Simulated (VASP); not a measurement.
# HPbNO4 (P1) in VASP: a series of runs, part 2 of 2

VASP 6.6.1.

## Step 5: Single point, PBE

This run uses another cell than the first one, of 14.48 Å³/atom.

INCAR

```
PREC = Accurate ; ENCUT = 1340
EDIFF = 1E-6 ; ISMEAR = -1
SIGMA = 0.05 ; LREAL = False
LASPH = True ; NELM = 120
ALGO = Normal ; ISIF = 2
LWAVE = False ; LCHARG = False
GGA = PE ; NBANDS = 31
GGA_COMPAT = False
```

KPOINTS

```
regular mesh
0
Gamma
  5 5 3
```

POSCAR

```
HPbNO4
1.0
    4.1992300000      0.1111700000      0.1681700000
    1.9160000000      3.8913200000      0.1256800000
    1.7608500000      1.2525900000      6.3726600000
H Pb N O
1 1 1 4
Direct
    0.8914500000      0.6820200000      0.6279600000
    0.1442600000      0.9287200000      0.8835200000
    0.2567000000      0.2886100000      0.3017100000
    0.8310800000      0.6505600000      0.7840500000
    0.3869400000      0.2238000000      0.1129500000
    0.3110400000      0.0357600000      0.4585600000
    0.0772600000      0.6063300000      0.3227500000
```

Potentials or basis: VASP PAW PBE potentials, release 64 (H_h, Pb_d, N_h, O_h).

Run with:

```bash
> cat potpaw_PBE.64/H_h/POTCAR potpaw_PBE.64/Pb_d/POTCAR potpaw_PBE.64/N_h/POTCAR potpaw_PBE.64/O_h/POTCAR > POTCAR
> mpirun -np 1 vasp_std > vasp.out
```

Run time: 12 min. Hardware: 1 thread of AMD EPYC 7R32 (Zen 2), shared host; peak memory 0.75 GiB.

Results (log left out):

- Free energy: -40.7220 eV
- Pressure: -0.2 GPa
- Largest force: 0.006 eV/Å
- Band gap on the k mesh: 2.88 eV (least direct gap 2.88 eV)

Forces on the atoms (eV/Å):
```
H    0.000  0.001  0.000
Pb   0.001  0.005  0.004
N   -0.002 -0.002 -0.005
O   -0.001 -0.004  0.000
O    0.000  0.001  0.005
O    0.001  0.000  0.000
O    0.001 -0.001 -0.004
```

Levels at points of the mesh, in eV from the valence-band top:
| k point | band 20 | band 21 | band 22 | band 23 | band 24 | band 25 |
| --- | --- | --- | --- | --- | --- | --- |
| (0.00, 0.00, 0.00) | -1.53 | -1.33 | -0.69 | 3.61 | 4.35 | 5.50 |

Caveat: spin-orbit coupling is left out, which moves the levels of the heavy elements. A k mesh can miss the band edges.

## Step 6: Single point, PBE+D4

This run uses another cell than the first one, of 14.00 Å³/atom.

INCAR

```
SYSTEM = HPbNO4
PREC = Accurate ; ENCUT = 1340
EDIFF = 1E-6 ; ISMEAR = -1
SIGMA = 0.05 ; LREAL = .False.
LASPH = .True. ; NELM = 120
ALGO = Normal ; ISIF = 2
LWAVE = .False. ; LCHARG = .True.
GGA = PE ; IVDW = 13
LELF = .True. ; LVHAR = .True.
NBANDS = 31 ; GGA_COMPAT = .False.
```

KPOINTS

```
regular mesh
0
Gamma
  5 5 3
  0 0 0
```

POSCAR

```
HPbNO4
1.0
    4.1474913519      0.1059113498      0.1697423225
    1.8899882652      3.8260497922      0.1083678455
    1.7428555186      1.2015538625      6.3343987120
H Pb N O
1 1 1 4
Direct
    0.8940908886      0.6810287556      0.6229352208
    0.1383919342      0.9391047977      0.8837505275
    0.2571307622      0.2863926691      0.3039483918
    0.8321097576      0.6511097019      0.7800113036
    0.3898412974      0.2187451586      0.1139587133
    0.3133955359      0.0307719245      0.4605507723
    0.0737698242      0.6086469926      0.3263450707
```

Potentials or basis: VASP PAW PBE potentials, release 64 (H_h, Pb_d, N_h, O_h).

Run with:

```bash
> cat potpaw_PBE.64/H_h/POTCAR potpaw_PBE.64/Pb_d/POTCAR potpaw_PBE.64/N_h/POTCAR potpaw_PBE.64/O_h/POTCAR > POTCAR
> mpirun -np 1 vasp_std > vasp.out
```

OUTCAR:

```text
SYSTEM = HPbNO4
   PREC = Accurate
   ENCUT = 1340
   EDIFF = 1E-6
   ISMEAR = -1
   LREAL = .False.
   LASPH = .True.
   NELM = 120
   ISIF = 2
   GGA = PE
   IVDW = 13

 ion  position               nearest neighbor table
   1  0.894  0.681  0.623-   4 0.98
   2  0.138  0.939  0.884-   4 2.47   4 2.51   4 2.65   6 2.65
   3  0.257  0.286  0.304-   6 1.25   7 1.25   5 1.28
[... 1038 lines left out ...]
  --------------------------------------------------------------------------------------
  -------------------------------------------------------------------------------------
  Total      -0.12621    -0.16196    -0.15178    -0.00006    -0.00004     0.00346
  in kB      -2.06376    -2.64829    -2.48188    -0.00097    -0.00068     0.05662
  external pressure =       -2.40 kB  Pullay stress =        0.00 kB

 VOLUME and BASIS-vectors are now :
 -----------------------------------------------------------------------------
  energy-cutoff  :     1340.00
  volume of cell :       97.98
      direct lattice vectors                 reciprocal lattice vectors
     4.147491352  0.105911350  0.169742322     0.246017216 -0.120256215 -0.044878473
     1.889988265  3.826049792  0.108367846    -0.004765418  0.265107381 -0.048976292
     1.742855519  1.201553862  6.334398712    -0.006510976 -0.001312918  0.159908663

 POSITION                                       TOTAL-FORCE (eV/Angst)
 -----------------------------------------------------------------------------------
      6.08106      3.44883      4.17149        -0.000342      0.000377      0.000316
      3.88913      4.66959      5.72329        -0.000534      0.004590      0.007234
      2.13746      1.48820      2.00001        -0.000038     -0.003967     -0.001354
      6.04120      3.51653      5.15271         0.000266     -0.003667     -0.002944
      2.22890      1.01515      0.81174        -0.000083      0.001438      0.002216
      2.16064      0.70430      2.97384         0.001015     -0.001388     -0.001763
      2.02507      2.72865      2.14568        -0.000283      0.002617     -0.003705
 -----------------------------------------------------------------------------------
    total drift:                                0.000836     -0.000404      0.000027

  FREE ENERGIE OF THE ION-ELECTRON SYSTEM (eV)
  ---------------------------------------------------
  free  energy   TOTEN  =       -41.6061631322 eV

  energy  without entropy=      -41.6061631322  energy(sigma->0) =      -41.60616313
```

OSZICAR:

```text
N       E                     dE             d eps       ncg     rms          rms(c)
DAV:   1     0.757670410790E+03    0.75767E+03   -0.35808E+04  2356   0.301E+03
DAV:   2     0.116779915451E+03   -0.64089E+03   -0.60412E+03  2563   0.658E+02
DAV:   3    -0.329523486882E+02   -0.14973E+03   -0.14194E+03  3216   0.249E+02
DAV:   4    -0.451150199624E+02   -0.12163E+02   -0.12001E+02  3171   0.717E+01
DAV:   5    -0.454869438877E+02   -0.37192E+00   -0.37114E+00  3033   0.130E+01    0.144E+01
DAV:   6    -0.407712092958E+02    0.47157E+01   -0.15697E+01  3720   0.287E+01    0.555E+00
DAV:   7    -0.407501510363E+02    0.21058E-01   -0.18095E+00  2692   0.837E+00    0.342E+00
DAV:   8    -0.407241102855E+02    0.26041E-01   -0.53218E-01  3488   0.533E+00    0.104E+00
DAV:   9    -0.407061637826E+02    0.17947E-01   -0.88052E-02  3753   0.226E+00    0.342E-01
DAV:  10    -0.407084884397E+02   -0.23247E-02   -0.15820E-02  2960   0.947E-01    0.178E-01
DAV:  11    -0.407089585786E+02   -0.47014E-03   -0.14752E-03  3345   0.335E-01    0.659E-02
DAV:  12    -0.407091851556E+02   -0.22658E-03   -0.44775E-04  2828   0.162E-01    0.289E-02
DAV:  13    -0.407091972315E+02   -0.12076E-04   -0.74268E-05  3219   0.674E-02    0.128E-02
DAV:  14    -0.407092004664E+02   -0.32348E-05   -0.21963E-05  3414   0.343E-02    0.548E-03
DAV:  15    -0.407092013070E+02   -0.84060E-06   -0.21586E-06  2859   0.124E-02
   1 F= -.41606163E+02 E0= -.41606163E+02  d E =-.287159E-10
```

stdout:

```text
POSCAR found type information on POSCAR H PbN O
 POSCAR found :  4 types and       7 ions
 scaLAPACK will be used
 LDA part: xc-table for (Slater+PW92), standard interpolation
 POSCAR, INCAR and KPOINTS ok, starting setup
 FFT: planning ... GRIDC
 FFT: planning ... GRID_SOFT
 FFT: planning ... GRID
 WAVECAR not read
 entering main loop
```

Wall time 7.7 min (1 thread of Intel Xeon Platinum 8488C (Sapphire Rapids), shared host); peak memory 0.78 GiB.

What came out:

| Property | Result |
| --- | --- |
| Free energy | -41.6062 eV |
| Pressure | -0.2 GPa |
| Largest force | 0.009 eV/Å |
| Band gap on the k mesh | 2.80 eV |
| Dispersion energy per atom | -0.128 eV |

Forces in eV/Å, atoms in the order of the input:
```
H    0.000  0.000  0.000
Pb  -0.001  0.005  0.007
N    0.000 -0.004 -0.001
O    0.000 -0.004 -0.003
O    0.000  0.001  0.002
O    0.001 -0.001 -0.002
O    0.000  0.003 -0.004
```

Caveat: spin-orbit coupling is left out, which moves the levels of the heavy elements.

## Step 7: Summary

```csv
task,level,potentials or basis,cell,k mesh,cutoff (eV),gap on the mesh (eV),pressure (GPa),relaxed volume (Å³/atom),largest force (eV/Å)
single point,PBEsol,"VASP PAW PBE potentials, release 64 (H, Pb_d, N, O)","a = 4.143, b = 4.231, c = 6.619 Å, angles 72.3, 71.9, 61.1°, 7 atoms, atomic positions A",5 × 5 × 3,520,2.67,0.8,-,0.53
relaxation of cell and atoms,PBEsol,"VASP PAW PBE potentials, release 64 (H, Pb_d, N, O)","relaxed from a = 4.204, b = 4.339, c = 6.729 Å, angles 71.9, 72.3, 62.2°, 7 atoms, atomic positions B",4 × 4 × 3,600,2.69,0.0,13.43,0.02
relaxation of cell and atoms,PBEsol,"VASP PAW PBE potentials, release 64 (H, Pb_d, N, O)","relaxed from a = 4.204, b = 4.339, c = 6.729 Å, angles 71.9, 72.3, 62.2°, 7 atoms, atomic positions B",5 × 5 × 3,600,2.56,0.0,13.43,0.01
single point,PBE,"VASP PAW PBE potentials, release 64 (H_h, Pb_d, N_h, O_h)","a = 4.204, b = 4.339, c = 6.729 Å, angles 71.9, 72.3, 62.2°, 7 atoms, atomic positions B",5 × 5 × 3,1340,2.88,-0.2,-,0.01
single point,PBE+D4,"VASP PAW PBE potentials, release 64 (H_h, Pb_d, N_h, O_h)","a = 4.152, b = 4.269, c = 6.679 Å, angles 72.5, 72.3, 62.2°, 7 atoms, atomic positions C",5 × 5 × 3,1340,2.80,-0.2,-,0.01
```

Alike in all rows: no spin polarisation; smearing fermi-dirac 0.05 eV.

Caveats: some runs use coarse meshes; spin-orbit coupling is left out, which moves the levels of the heavy elements; the standard files for N, O and F lose accuracy on very short bonds (at least some runs); the PAW data sets were made with another functional, which shifts forces and pressure a little (at least some runs).

Absolute energies hang on the potentials; compare differences alone.
